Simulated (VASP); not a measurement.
# BN in VASP: further runs

Runs on BN. Level: PBE+D3(BJ). Tasks: single point.

Program: VASP 6.6.1. These are calculated values, not measurements. Logs are shortened: lines on timing, memory, paths and dates and some standing lists are left out, and cuts for length are marked.

### Step 1. The cell of the first run

The cell holds a slab with vacuum, 2 atoms: a = 2.512 Å, b = 2.512 Å, c = 26.000 Å, α = 90.00°, β = 90.00°, γ = 120.00°.

### Step 2. Single point, PBE+D3(BJ)

The input, INCAR:

```
SYSTEM = BN
PREC = Accurate ; ENCUT = 520
EDIFF = 1E-7 ; ISMEAR = 0
SIGMA = 0.02 ; LREAL = .FALSE.
LASPH = .TRUE. ; NELM = 80
ALGO = Normal ; ISIF = 2
LWAVE = .FALSE. ; LCHARG = .FALSE.
LDIPOL = .TRUE. ; IDIPOL = 3
DIPOL = 0.5 0.5 0.500 ; GGA = PE
IVDW = 12 ; NBANDS = 11
```

The input, KPOINTS:

```
Automatic mesh
0
G
  12 12 1
  0 0 0
```

The input, POSCAR:

```
BN
1.0
    2.5120000000      0.0000000000      0.0000000000
   -1.2560000000      2.1754558143      0.0000000000
    0.0000000000      0.0000000000     26.0000000000
B N
1 1
Direct
    0.0000000000      0.0000000000      0.5109807692
    0.6666666667      0.3333333333      0.4890192308
```

Potentials or basis: VASP PAW PBE potentials, release 64 (B, N).

The run is started by

```console
$ cat potpaw_PBE.64/B/POTCAR potpaw_PBE.64/N/POTCAR > POTCAR
$ mpirun -np 1 vasp_std > vasp.out
```

OUTCAR:

```text
SYSTEM = BN
   PREC = Accurate
   ENCUT = 520
   EDIFF = 1E-7
   ISMEAR = 0
   LREAL = .FALSE.
   LASPH = .TRUE.
   NELM = 80
   ISIF = 2
   GGA = PE
   IVDW = 12
 IVDW          = 12

 ion  position               nearest neighbor table
   1  0.000  0.000  0.511-   2 1.56   2 1.56   2 1.56
   2  0.667  0.333  0.489-   1 1.56   1 1.56   1 1.56

  LATTYP: Found a hexagonal cell.
 ALAT       =     2.5120000000
 C/A-ratio  =    10.3503184713

  Lattice vectors:

 A1 = (   2.5120000000,   0.0000000000,   0.0000000000)
 A2 = (  -1.2560000000,   2.1754558143,   0.0000000000)
 A3 = (   0.0000000000,   0.0000000000,  26.0000000000)

Analysis of symmetry for initial positions (statically):
=====================================================================
 Subroutine PRICEL returns:
 Original cell was already a primitive cell.

 Routine SETGRP: Setting up the symmetry group for a
 hexagonal supercell.

 Subroutine GETGRP returns: Found  6 space group operations
 (whereof  6 operations were pure point group operations)
 out of a pool of 24 trial point group operations.

The static configuration has the point symmetry C_3v.

Analysis of symmetry for dynamics (positions and initial velocities):
=====================================================================
 Subroutine PRICEL returns:
 Original cell was already a primitive cell.

 Routine SETGRP: Setting up the symmetry group for a
 hexagonal supercell.

 Subroutine GETGRP returns: Found  6 space group operations
 (whereof  6 operations were pure point group operations)
 out of a pool of 24 trial point group operations.

The dynamic configuration has the point symmetry C_3v.

 Subroutine INISYM returns: Found  6 space group operations
 (whereof  6 operations are pure point group operations),
 and found     1 'primitive' translations

----------------------------------------------------------------------------------------

                                     Primitive cell

  volume of cell :     142.0834

  direct lattice vectors                    reciprocal lattice vectors
     2.512000000  0.000000000  0.000000000     0.398089172  0.229836891  0.000000000
    -1.256000000  2.175455814  0.000000000     0.000000000  0.459673781  0.000000000
     0.000000000  0.000000000 26.000000000     0.000000000  0.000000000  0.038461538

  length of vectors
     2.512000000  2.512000000 26.000000000     0.459673781  0.459673781  0.038461538

  position of ions in fractional coordinates (direct lattice)
     0.000000000  0.000000000  0.510980769
     0.666666667  0.333333333  0.489019231

  ion indices of the primitive-cell ions
   primitive index   ion index
                 1           1
                 2           2

----------------------------------------------------------------------------------------

 KPOINTS: Automatic mesh

Automatic generation of k-mesh.
 Grid dimensions read from file:
 generate k-points for:   12   12    1

 Generating k-lattice:

  Cartesian coordinates                     Fractional coordinates (reciprocal lattice)
     0.033174098  0.019153074  0.000000000     0.083333333  0.000000000  0.000000000
     0.000000000  0.038306148  0.000000000     0.000000000  0.083333333  0.000000000
     0.000000000  0.000000000  0.038461538     0.000000000  0.000000000  1.000000000

  Length of vectors
     0.038306148  0.038306148  0.038461538

  Shift w.r.t. Gamma in fractional coordinates (k-lattice)
     0.000000000  0.000000000  0.000000000

 Subroutine IBZKPT returns following result:
 ===========================================

 Found     19 irreducible k-points:

 Following reciprocal coordinates:
            Coordinates               Weight
  0.000000  0.000000  0.000000      1.000000
  0.083333  0.000000  0.000000      6.000000
  0.166667  0.000000  0.000000      6.000000
  0.250000 -0.000000  0.000000      6.000000
  0.333333  0.000000  0.000000      6.000000
  0.416667 -0.000000  0.000000      6.000000
[... 11 lines left out ...]
  0.333333  0.250000  0.000000     12.000000
  0.333333  0.333333  0.000000      2.000000
   k-points           NKPTS =     19   k-points in BZ     NKDIM =     19   number of bands    NBANDS=     11
   number of dos      NEDOS =    301   number of ions     NIONS =      2
   total plane-waves  NPLWV =  78400
   dimension x,y,z NGX =    20 NGY =   20 NGZ =  196
   dimension x,y,z NGXF=    40 NGYF=   40 NGZF=  392
   ions per type =               1   1
   NGX,Y,Z   is equivalent  to a cutoff of  13.24, 13.24, 12.53 a.u.
   NGXF,Y,Z  is equivalent  to a cutoff of  26.47, 26.47, 25.06 a.u.
 SYSTEM =  BN
   PREC   = accura    normal or accurate (medium, high low for compatibility)
   ISTART =      0    job   : 0-new  1-cont  2-samecut
   ICHARG =      2    charge: 1-file 2-atom 10-const
   ISPIN  =      1    spin polarized calculation?
   LNONCOLLINEAR =      F non collinear calculations
   LSORBIT =      F    spin-orbit coupling
   LASPH  =      T    aspherical Exc in radial PAW
   ENCUT  =  520.0 eV  38.22 Ry    6.18 a.u.   4.67  4.67 48.34*2*pi/ulx,y,z
   NELM   =     80;   NELMIN=  2; NELMDL= -5     # of ELM steps
   EDIFF  = 0.1E-06   stopping-criterion for ELM
   LREAL  =      F    real-space projection
   EDIFFG = 0.1E-05   stopping-criterion for IOM
   NSW    =      0    number of steps for IOM
   IBRION =     -1    ionic relax: 0-MD 1-quasi-New 2-CG
   NFREE  =      0    steps in history (QN), initial steepest desc. (CG)
   ISIF   =      2    stress and relaxation
   ISYM   =      2    0-nonsym 1-usesym 2-fastsym
   POTIM  = 0.5000    time-step for ionic-motion
   TEBEG  =    0.0;   TEEND  =   0.0 temperature during run
   PSTRESS=    0.0 pullay stress
   NELECT =       8.0000    total number of electrons
   NUPDOWN=      -1.0000    fix difference up-down
   EMIN   =  10.00;   EMAX   =-10.00  energy-range for DOS
   EFERMI =   0.00;   METHOD = LEGACY
   ISMEAR =     0;   SIGMA  =   0.02  broadening in eV -4-tet -1-fermi 0-gaus
   EFERMI_NEDOS =   21; number of points for ismear=-14 and -15
   IALGO  =     38    algorithm
   IMIX   =      4    mixing-type and parameters
     AMIX     =   0.40;   BMIX     =  1.00
     AMIX_MAG =   1.60;   BMIX_MAG =  1.00
  volume/ion in A,a.u.               =      71.04       479.41
  Fermi-wavevector in a.u.,A,eV,Ry     =   0.627466  1.185739  5.356804  0.393714
  Thomas-Fermi vector in A             =   1.689076
   LORBIT       =      0    0 simple, 1 ext, 2 COOP (PROOUT), +10 PAW based schemes
   GGA     = PE    functional components
   LHFCALC =     F    Hartree Fock is set to
   AEXX    =    0.0000 exact exchange contribution
   IVDW    =    12    specifies the selected vdW correction
   LEPSILON=     F    determine dielectric tensor
   LRPA    =     F    only Hartree local field effects (RPA)
 non-spin polarized calculation
 Gauss-broadening in eV      SIGMA  =   0.02
  energy-cutoff  :      520.00
  volume of cell :      142.08
 maximum number of plane-waves:      3855
 NGX is ok and might be reduce to    20
   NGX =  9   NGY =  9   NGZ = 97

 number of electron       8.0000000 magnetization

 dipolmoment           0.000000      0.000000     -0.095551 electrons x Angstroem

 Free energy of the ion-electron system (eV)
  ---------------------------------------------------
  ext. energy  EPLUGINS =         0.00000000
  ---------------------------------------------------
  free energy    TOTEN  =       -15.24444382 eV

  energy without entropy =      -15.24444382  energy(sigma->0) =      -15.24444382

 E-fermi :  -4.0815     XC(G=0):  -1.7332

 val. band max:       -4.1930852616   @ k =   0.0000   0.0000   0.0000
 cond. band min:      -2.7635908509   @ k =   0.0000   0.0000   0.0000
 fundamental gap:      1.4294944107
 Fermi energy:        -4.0814975142

 k-point     1 :       0.0000    0.0000    0.0000
  band No.  band energies     occupation
      1     -21.6890      2.00000
      2      -9.9776      2.00000
      3      -4.1931      2.00000
      4      -4.1931      2.00000
      5      -2.7636      0.00000
      6      -0.4336      0.00000
      7       0.1333      0.00000
      8       1.1945      0.00000
      9       2.3438      0.00000
     10       2.7995      0.00000
     11       3.1391      0.00000

 k-point     2 :       0.0833    0.0000    0.0000
  band No.  band energies     occupation
      1     -21.5466      2.00000
      2      -9.8097      2.00000
      3      -4.8597      2.00000
      4      -4.4411      2.00000
      5      -2.5900      0.00000
      6      -0.2196      0.00000
      7       0.3446      0.00000
      8       1.4060      0.00000
      9       2.5611      0.00000
     10       2.9965      0.00000
     11       3.3556      0.00000

 k-point     3 :       0.1667    0.0000    0.0000
  band No.  band energies     occupation
      1     -21.1266      2.00000
      2      -9.3171      2.00000
      3      -6.4513      2.00000
      4      -5.0445      2.00000
      5      -2.1781      0.00000
      6       0.4156      0.00000
      7       0.9724      0.00000
      8       2.0339      0.00000
      9       3.2109      0.00000
     10       3.5633      0.00000
     11       4.0046      0.00000
[... 197 lines left out ...]
 k-point    18 :       0.3333    0.2500    0.0000
  band No.  band energies     occupation
      1     -17.9473      2.00000
      2     -11.5825      2.00000
      3      -9.8323      2.00000
      4      -5.3975      2.00000
      5      -1.5915      0.00000
      6       4.1193      0.00000
      7       6.7123      0.00000
      8       7.8009      0.00000
      9       8.3093      0.00000
     10       9.1960      0.00000
     11       9.6830      0.00000

 k-point    19 :       0.3333    0.3333    0.0000
  band No.  band energies     occupation
      1     -17.7385      2.00000
      2     -11.0248      2.00000
      3     -10.9161      2.00000
      4      -5.1415      2.00000
      5      -1.5801      0.00000
      6       3.8481      0.00000
      7       7.2422      0.00000
      8       9.5943      0.00000
      9       9.6517      0.00000
     10      10.1403      0.00000
     11      10.4073      0.00000

------------------------ aborting loop because EDIFF is reached ----------------------------------------

 vacuum level on the upper side and lower side of the slab       (xc-potential included)        -1.607         1.539

 Edisp (eV)   -0.15201

 E8    (eV) :    -0.0487

  FORCE on cell =-STRESS in cart. coord.  units (eV):
  Direction    XX          YY          ZZ          XY          YZ          ZX
  --------------------------------------------------------------------------------------
  -------------------------------------------------------------------------------------
  Total      -0.24984    -0.24984    -4.70153     0.00000     0.00000    -0.00000
  in kB      -2.81729    -2.81729   -53.01590     0.00000     0.00000    -0.00000
  external pressure =      -19.55 kB  Pullay stress =        0.00 kB

 VOLUME and BASIS-vectors are now :
 -----------------------------------------------------------------------------
  energy-cutoff  :      520.00
  volume of cell :      142.08
      direct lattice vectors                 reciprocal lattice vectors
     2.512000000  0.000000000  0.000000000     0.398089172  0.229836891  0.000000000
    -1.256000000  2.175455814  0.000000000     0.000000000  0.459673781  0.000000000
     0.000000000  0.000000000 26.000000000     0.000000000  0.000000000  0.038461538

 POSITION                                       TOTAL-FORCE (eV/Angst)
 -----------------------------------------------------------------------------------
      0.00000      0.00000     13.28550         0.000000      0.000000     -8.214592
      1.25600      0.72515     12.71450        -0.000000      0.000000      8.214592
 -----------------------------------------------------------------------------------
    total drift:                               -0.000000      0.000000     -0.000057

  FREE ENERGIE OF THE ION-ELECTRON SYSTEM (eV)
  ---------------------------------------------------
  free  energy   TOTEN  =       -15.3964558065 eV

  energy  without entropy=      -15.3964558065  energy(sigma->0) =      -15.39645581

 vacuum level on the upper side and lower side of the slab        -0.612         2.569
```

Wall time 32 s (1 thread of AMD EPYC 9R45 (Zen 5), shared host); peak memory 0.23 GiB.

What came out:

```
Free energy                : -15.3965 eV
Largest force              : 8.215 eV/Å
Band gap on the k mesh     : 1.43 eV
Dispersion energy per atom : -0.076 eV
```

Forces in eV/Å, atoms in the order of the input:
```
B    0.000  0.000 -8.215
N    0.000  0.000  8.215
```

Levels at points of the mesh, in eV from the valence-band top:
```csv
k point,band 2,band 3,band 4,band 5,band 6,band 7
"(0.00, 0.00, 0.00)",-5.78,0.00,0.00,1.43,3.76,4.33
"(0.50, 0.00, 0.00)",-8.39,-2.68,-1.64,2.12,7.69,10.66
```

### Step 3. Single point, PBE+D3(BJ)

The input, INCAR:

```
SYSTEM = BN
PREC = Accurate
ENCUT = 520
EDIFF = 1E-6
ISMEAR = 0
SIGMA = 0.02
LREAL = .False.
LASPH = .True.
NELM = 80
ALGO = Normal
ISIF = 2
LWAVE = .False.
LCHARG = .True.
LDIPOL = .True.
IDIPOL = 3
DIPOL = 0.5 0.5 0.500
GGA = PE
IVDW = 12
LELF = .True.
LVHAR = .True.
LVACPOTAV = .True.
NBANDS = 11
```

The input, KPOINTS:

```
Automatic mesh
0
Gamma
  12 12 1
  0 0 0
```

The input, POSCAR:

```
BN
1.0
    2.5120000000      0.0000000000      0.0000000000
   -1.2560000000      2.1754558143      0.0000000000
    0.0000000000      0.0000000000     26.0000000000
B N
1 1
Direct
    0.0000000000      0.0000000000      0.5164807692
    0.6666666667      0.3333333333      0.4835192308
```

Potentials or basis: VASP PAW PBE potentials, release 64 (B, N).

The run is started by

```console
$ cat potpaw_PBE.64/B/POTCAR potpaw_PBE.64/N/POTCAR > POTCAR
$ mpirun -np 1 vasp_std > vasp.out
```

Run time: 34 s. Hardware: 1 thread of AMD EPYC 9R45 (Zen 5), shared host; peak memory 0.23 GiB.

The run converged. Its results:

```
Free energy                : -12.7251 eV
Largest force              : 8.819 eV/Å
Band gap on the k mesh     : zero (bands 4 and 5 overlap by 0.71 eV)
Dispersion energy per atom : -0.075 eV
```

Forces on the atoms (eV/Å):
```
B    0.000  0.000 -8.819
N    0.000  0.000  8.819
```

Levels at points of the mesh, in eV from the Fermi level:
| k point | band 1 | band 2 | band 3 | band 4 | band 5 | band 6 | band 7 | band 8 |
| --- | --- | --- | --- | --- | --- | --- | --- | --- |
| (0.00, 0.00, 0.00) | -17.43 | -6.71 | -0.52 | 0.70 | 0.70 | 3.81 | 4.63 | 5.65 |
| (0.50, 0.00, 0.00) | -13.91 | -8.08 | -2.64 | -1.77 | 0.52 | 5.40 | 9.97 | 10.16 |

(Continued in part 2 of 2.)
